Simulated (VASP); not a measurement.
# Sc2Ta (R3m) in VASP: notebook

Runs on Sc2Ta. Level: PBE. Tasks: single point.

Everything below comes from runs of VASP 6.6.1. Logs are shortened: lines on timing, memory, paths and dates and some standing lists are left out, and cuts for length are marked.

### Step 1. The cell of the first run

The structure is trigonal, space group R3m (No. 160). Conventional cell: a = 3.135 Å, b = 3.135 Å, c = 18.205 Å, α = 90.00°, β = 90.00°, γ = 120.00°. Sc (site symmetry 3m) has 3 Ta at 2.34 Å and 7 Sc at 2.98 to 3.13 Å within 3.2 Å. Sc (site symmetry 3m) has 3 Ta at 2.34 Å and 7 Sc at 2.98 to 3.13 Å within 3.2 Å. Within 3.2 Å of Ta (site symmetry 3m) lie 6 Sc at 2.34 Å and 6 Ta at 3.13 Å.

### Step 2. Single point, PBE

File INCAR:

```
ALGO = Normal
EDIFF = 1E-7
ENCUT = 520
GGA = PE
ISIF = 2
ISMEAR = 0
LASPH = T
LCHARG = F
LREAL = F
LWAVE = F
NBANDS = 24
NELM = 80
PREC = Accurate
SIGMA = 0.1
```

File KPOINTS:

```
k-points
0
Gamma
  6 6 6
```

File POSCAR:

```
Sc2Ta
1.0
    1.5672532112      0.9048540633      6.0681672087
   -1.5672532112      0.9048540633      6.0681672087
    0.0000000000     -1.8097081267      6.0681672087
Sc Ta
2 1
Direct
    0.7484000000      0.7484000000      0.7484000000
    0.5849000000      0.5849000000      0.5849000000
    0.0000000000      0.0000000000      0.0000000000
```

Potentials or basis: VASP PAW PBE potentials, release 64 (Sc_sv, Ta_pv).

Launch:

```console
$ cat potpaw_PBE.64/Sc_sv/POTCAR potpaw_PBE.64/Ta_pv/POTCAR > POTCAR
$ mpirun -np 1 vasp_std > vasp.out
```

OUTCAR:

```text
EDIFF = 1E-7
   ENCUT = 520
   GGA = PE
   ISIF = 2
   ISMEAR = 0
   LASPH = T
   LREAL = F
   NELM = 80
   PREC = Accurate

 ion  position               nearest neighbor table
   1  0.748  0.748  0.748-   3 2.34   3 2.34   3 2.34   2 2.98
   2  0.585  0.585  0.585-   3 2.34   3 2.34   3 2.34   1 2.98
   3  0.000  0.000  0.000-   1 2.34   1 2.34   1 2.34   2 2.34   2 2.34   2 2.34

  LATTYP: Found a trigonal (rhomboedric) cell.
 ALAT       =     6.3322742184
 COS(alpha) =     0.8774851014

  Lattice vectors:

 A1 = (   1.5672532112,   0.9048540633,   6.0681672087)
 A2 = (  -1.5672532112,   0.9048540633,   6.0681672087)
 A3 = (   0.0000000000,  -1.8097081267,   6.0681672087)

Analysis of symmetry for initial positions (statically):
=====================================================================
 Subroutine PRICEL returns:
 Original cell was already a primitive cell.

 Routine SETGRP: Setting up the symmetry group for a
 trigonal (rhombohedral) supercell.

 Subroutine GETGRP returns: Found  6 space group operations
 (whereof  6 operations were pure point group operations)
 out of a pool of 12 trial point group operations.

The static configuration has the point symmetry C_3v.

Analysis of symmetry for dynamics (positions and initial velocities):
=====================================================================
 Subroutine PRICEL returns:
 Original cell was already a primitive cell.

 Routine SETGRP: Setting up the symmetry group for a
 trigonal (rhombohedral) supercell.

 Subroutine GETGRP returns: Found  6 space group operations
 (whereof  6 operations were pure point group operations)
 out of a pool of 12 trial point group operations.

The dynamic configuration has the point symmetry C_3v.

 Subroutine INISYM returns: Found  6 space group operations
 (whereof  6 operations are pure point group operations),
 and found     1 'primitive' translations

----------------------------------------------------------------------------------------

                                     Primitive cell

  volume of cell :      51.6329

  direct lattice vectors                    reciprocal lattice vectors
     1.567253211  0.904854063  6.068167209     0.319029495  0.184191765  0.054931468
    -1.567253211  0.904854063  6.068167209    -0.319029495  0.184191765  0.054931468
     0.000000000 -1.809708127  6.068167209     0.000000000 -0.368383529  0.054931468
[... 78 lines left out ...]
   ISTART =      0    job   : 0-new  1-cont  2-samecut
   ICHARG =      2    charge: 1-file 2-atom 10-const
   ISPIN  =      1    spin polarized calculation?
   LNONCOLLINEAR =      F non collinear calculations
   LSORBIT =      F    spin-orbit coupling
   LASPH  =      T    aspherical Exc in radial PAW
   ENCUT  =  520.0 eV  38.22 Ry    6.18 a.u.  11.77 11.77 11.77*2*pi/ulx,y,z
   NELM   =     80;   NELMIN=  2; NELMDL= -5     # of ELM steps
   EDIFF  = 0.1E-06   stopping-criterion for ELM
   LREAL  =      F    real-space projection
   EDIFFG = 0.1E-05   stopping-criterion for IOM
   NSW    =      0    number of steps for IOM
   IBRION =     -1    ionic relax: 0-MD 1-quasi-New 2-CG
   NFREE  =      0    steps in history (QN), initial steepest desc. (CG)
   ISIF   =      2    stress and relaxation
   ISYM   =      2    0-nonsym 1-usesym 2-fastsym
   POTIM  = 0.5000    time-step for ionic-motion
   TEBEG  =    0.0;   TEEND  =   0.0 temperature during run
   PSTRESS=    0.0 pullay stress
   NELECT =      33.0000    total number of electrons
   NUPDOWN=      -1.0000    fix difference up-down
   EMIN   =  10.00;   EMAX   =-10.00  energy-range for DOS
   EFERMI =   0.00;   METHOD = LEGACY
   ISMEAR =     0;   SIGMA  =   0.10  broadening in eV -4-tet -1-fermi 0-gaus
   EFERMI_NEDOS =   21; number of points for ismear=-14 and -15
   IALGO  =     38    algorithm
   IMIX   =      4    mixing-type and parameters
     AMIX     =   0.40;   BMIX     =  1.00
     AMIX_MAG =   1.60;   BMIX_MAG =  1.00
  volume/ion in A,a.u.               =      17.21       116.15
  Fermi-wavevector in a.u.,A,eV,Ry     =   1.410167  2.664830 27.056163  1.988572
  Thomas-Fermi vector in A             =   2.532149
   LORBIT       =      0    0 simple, 1 ext, 2 COOP (PROOUT), +10 PAW based schemes
   GGA     = PE    functional components
   LHFCALC =     F    Hartree Fock is set to
   AEXX    =    0.0000 exact exchange contribution
   IVDW    =     0    specifies the selected vdW correction
   LEPSILON=     F    determine dielectric tensor
   LRPA    =     F    only Hartree local field effects (RPA)
 non-spin polarized calculation
 Gauss-broadening in eV      SIGMA  =   0.10
  energy-cutoff  :      520.00
  volume of cell :       51.63
 maximum number of plane-waves:      1405
   NGX = 23   NGY = 23   NGZ = 23

 number of electron      32.9999997 magnetization

 Free energy of the ion-electron system (eV)
  ---------------------------------------------------
  ext. energy  EPLUGINS =         0.00000000
  ---------------------------------------------------
  free energy    TOTEN  =       -17.89432813 eV

  energy without entropy =      -17.87820492  energy(sigma->0) =      -17.88626652

 E-fermi :   5.7176     XC(G=0): -11.5354

 val. band max:        5.7019845514   @ k =   0.3333   0.0000   0.0000
 cond. band min:       5.7222617035   @ k =   0.5000   0.5000   0.0000
 fundamental gap:      0.0202771522
 Fermi energy:         5.7175636813

 k-point     1 :       0.0000    0.0000    0.0000
  band No.  band energies     occupation
      1     -42.4554      2.00000
      2     -42.4351      2.00000
      3     -27.7789      2.00000
      4     -27.4990      2.00000
      5     -27.4990      2.00000
      6     -21.5625      2.00000
[... 637 lines left out ...]
     23      10.3906      0.00000
     24      10.7991      0.00000

 [... further k-points ...]
[... 5 lines left out ...]
  --------------------------------------------------------------------------------------
  -------------------------------------------------------------------------------------
  Total       16.9827969     16.9827969     23.8180450      0.0000000     -0.0000000      0.0000000
  in kB      526.9789897    526.9789896    739.0778641      0.0000000     -0.0000000      0.0000000
  external PRESSURE =     597.6786145 kB  Pullay stress =       0.0000000 kB

 VOLUME and BASIS-vectors are now :
 -----------------------------------------------------------------------------
  energy-cutoff  :      520.00
  volume of cell :       51.63
      direct lattice vectors                 reciprocal lattice vectors
     1.567253211  0.904854063  6.068167209     0.319029495  0.184191765  0.054931468
    -1.567253211  0.904854063  6.068167209    -0.319029495  0.184191765  0.054931468
     0.000000000 -1.809708127  6.068167209     0.000000000 -0.368383529  0.054931468

 POSITION                                       TOTAL-FORCE (eV/Angst)
 -----------------------------------------------------------------------------------
      0.00000     -0.00000     13.62425         0.000000     -0.000000      8.325469
      0.00000     -0.00000     10.64781         0.000000      0.000000     -8.380228
      0.00000      0.00000      0.00000         0.000000     -0.000000      0.054759
 -----------------------------------------------------------------------------------
    total drift:                                0.000000     -0.000000     -0.000040

  FREE ENERGIE OF THE ION-ELECTRON SYSTEM (eV)
  ---------------------------------------------------
  free  energy   TOTEN  =       -17.8943281305 eV

  energy  without entropy=      -17.8782049168  energy(sigma->0) =      -17.88626652
```

OSZICAR:

```text
N       E                     dE             d eps       ncg     rms          rms(c)
DAV:   1     0.502215624651E+03    0.50222E+03   -0.15764E+04  1536   0.151E+03
DAV:   2     0.123830235229E+02   -0.48983E+03   -0.47790E+03  1584   0.591E+02
DAV:   3    -0.208441567834E+02   -0.33227E+02   -0.30005E+02  2624   0.167E+02
DAV:   4    -0.217724415271E+02   -0.92828E+00   -0.91942E+00  2344   0.235E+01
DAV:   5    -0.217882368821E+02   -0.15795E-01   -0.15770E-01  2304   0.309E+00    0.274E+01
DAV:   6    -0.195091695614E+02    0.22791E+01   -0.36343E+01  2712   0.549E+01    0.156E+01
DAV:   7    -0.180245098678E+02    0.14847E+01   -0.65800E+00  2520   0.317E+01    0.109E+01
DAV:   8    -0.179050359252E+02    0.11947E+00   -0.75822E-01  2168   0.716E+00    0.166E+00
DAV:   9    -0.178974900165E+02    0.75459E-02   -0.75498E-02  2456   0.327E+00    0.440E-01
DAV:  10    -0.178945204471E+02    0.29696E-02   -0.14261E-02  2392   0.179E+00    0.296E-01
DAV:  11    -0.178943734908E+02    0.14696E-03   -0.25759E-03  2152   0.591E-01    0.816E-02
DAV:  12    -0.178943332522E+02    0.40239E-04   -0.38493E-04  2688   0.228E-01    0.361E-02
DAV:  13    -0.178943297869E+02    0.34653E-05   -0.20639E-05  2168   0.413E-02    0.182E-02
DAV:  14    -0.178943282453E+02    0.15416E-05   -0.39528E-06  2296   0.209E-02    0.396E-03
DAV:  15    -0.178943281335E+02    0.11186E-06   -0.64371E-07  2192   0.802E-03    0.105E-03
DAV:  16    -0.178943281305E+02    0.29995E-08   -0.36738E-08  1096   0.321E-03
   1 F= -.17894328E+02 E0= -.17886267E+02  d E =-.161232E-01
```

stdout:

```text
POSCAR found type information on POSCAR ScTa
 POSCAR found :  2 types and       3 ions
 scaLAPACK will be used
 LDA part: xc-table for (Slater+PW92), standard interpolation
 POSCAR, INCAR and KPOINTS ok, starting setup
 FFT: planning ... GRIDC
 FFT: planning ... GRID_SOFT
 FFT: planning ... GRID
 WAVECAR not read
 entering main loop
```

Run time: 2.3 min. Hardware: 1 thread of Intel Xeon Platinum 8375C at 2.90GHz (Ice Lake), shared host; peak memory 0.32 GiB.

What came out:

| Property | Result |
| --- | --- |
| Free energy | -17.8943 eV |
| Pressure | 59.8 GPa |
| Largest force | 8.380 eV/Å |
| Band gap on the k mesh | zero (an odd number of electrons rules out a gap without spin polarisation) |

Forces on the atoms (eV/Å):
```
Sc   0.000  0.000  8.325
Sc   0.000  0.000 -8.380
Ta   0.000  0.000  0.055
```

Stress tensor (GPa, compression positive):
```
52.70  0.00  0.00
 0.00 52.70  0.00
 0.00  0.00 73.91
```

Caveat: the k points lie up to 0.39 Å⁻¹ apart, too coarse for converged energies and pressures of a metal; spin-orbit coupling is left out, which moves the levels of the heavy elements; forces of over 1 eV/Å act on the atoms, so gaps and moduli don't describe the material at rest.

### Step 3. Single point, PBE

This run uses another cell than the first one, of 21.86 Å³/atom.

File INCAR:

```
SYSTEM = Sc2Ta
PREC = Accurate ; ENCUT = 520
EDIFF = 1E-7 ; ISMEAR = 0
SIGMA = 0.1 ; LREAL = .False.
LASPH = .True. ; NELM = 60
ALGO = Normal ; ISIF = 2
LWAVE = .False. ; LCHARG = .False.
GGA = PE ; NBANDS = 24
```

File KPOINTS:

```
Automatic mesh
0
Gamma
  6 6 6
  0 0 0
```

File POSCAR:

```
Sc2Ta
1.0
    1.5665483876      0.9044471333      7.7145629054
   -1.5665483876      0.9044471333      7.7145629054
    0.0000000000     -1.8088942666      7.7145629054
Sc Ta
2 1
Direct
    0.7724935195      0.7724935195      0.7724935195
    0.5614920168      0.5614920168      0.5614920168
   -0.0006855363     -0.0006855363     -0.0006855363
```

Potentials or basis: VASP PAW PBE potentials, release 64 (Sc_sv, Ta_pv).

Launch:

```console
$ cat potpaw_PBE.64/Sc_sv/POTCAR potpaw_PBE.64/Ta_pv/POTCAR > POTCAR
$ mpirun -np 1 vasp_std > vasp.out
```

OUTCAR:

```text
SYSTEM = Sc2Ta
   PREC = Accurate
   ENCUT = 520
   EDIFF = 1E-7
   ISMEAR = 0
   LREAL = .False.
   LASPH = .True.
   NELM = 60
   ISIF = 2
   GGA = PE

 ion  position               nearest neighbor table
   1  0.772  0.772  0.772-   3 3.06   3 3.06   3 3.06   2 3.36   2 3.36   2 3.36
   2  0.561  0.561  0.561-   3 3.02   3 3.02   3 3.02   1 3.36   1 3.36   1 3.36
   3  0.999  0.999  0.999-   2 3.02   2 3.02   2 3.02   1 3.06   1 3.06   1 3.06

  LATTYP: Found a trigonal (rhomboedric) cell.
 ALAT       =     7.9237982867
 COS(alpha) =     0.9218280760

[... 840 lines left out ...]

  FORCE on cell =-STRESS in cart. coord.  units (eV):
  Direction    XX          YY          ZZ          XY          YZ          ZX
  --------------------------------------------------------------------------------------
  -------------------------------------------------------------------------------------
  Total       -0.0530369     -0.0530369     -0.0322520      0.0000000      0.0000000      0.0000000
  in kB       -1.2956830     -1.2956830     -0.7879107      0.0000000      0.0000000      0.0000000
  external PRESSURE =      -1.1264256 kB  Pullay stress =       0.0000000 kB

 VOLUME and BASIS-vectors are now :
 -----------------------------------------------------------------------------
  energy-cutoff  :      520.00
  volume of cell :       65.58
      direct lattice vectors                 reciprocal lattice vectors
     1.566548388  0.904447133  7.714562905     0.319173033  0.184274636  0.043208324
    -1.566548388  0.904447133  7.714562905    -0.319173033  0.184274636  0.043208324
     0.000000000 -1.808894267  7.714562905     0.000000000 -0.368549273  0.043208324

 POSITION                                       TOTAL-FORCE (eV/Angst)
 -----------------------------------------------------------------------------------
      0.00000      0.00000     17.87835         0.000000     -0.000000     -0.007553
      0.00000      0.00000     12.99500         0.000000     -0.000000      0.006694
      0.00000      0.00000     23.12782         0.000000      0.000000      0.000858
 -----------------------------------------------------------------------------------
    total drift:                                0.000000     -0.000000      0.000605

  FREE ENERGIE OF THE ION-ELECTRON SYSTEM (eV)
  ---------------------------------------------------
  free  energy   TOTEN  =       -23.8052152279 eV

  energy  without entropy=      -23.7767701572  energy(sigma->0) =      -23.79099269
```

stdout:

```text
POSCAR found type information on POSCAR ScTa
 POSCAR found :  2 types and       3 ions
 scaLAPACK will be used
 LDA part: xc-table for (Slater+PW92), standard interpolation
 POSCAR, INCAR and KPOINTS ok, starting setup
 FFT: planning ... GRIDC
 FFT: planning ... GRID_SOFT
 FFT: planning ... GRID
 WAVECAR not read
 entering main loop
```

Run time: 5.2 min. Hardware: 1 thread of Intel Xeon Platinum 8375C at 2.90GHz (Ice Lake), shared host; peak memory 0.49 GiB.

What came out:

| Property | Result |
| --- | --- |
| Free energy | -23.8052 eV |
| Pressure | -0.1 GPa |
| Largest force | 0.008 eV/Å |
| Band gap on the k mesh | zero (an odd number of electrons rules out a gap without spin polarisation) |

Forces on the atoms (eV/Å):
```
Sc   0.000  0.000 -0.008
Sc   0.000  0.000  0.007
Ta   0.000  0.000  0.001
```

Caveat: the k points lie up to 0.39 Å⁻¹ apart, too coarse for converged energies and pressures of a metal; spin-orbit coupling is left out, which moves the levels of the heavy elements.
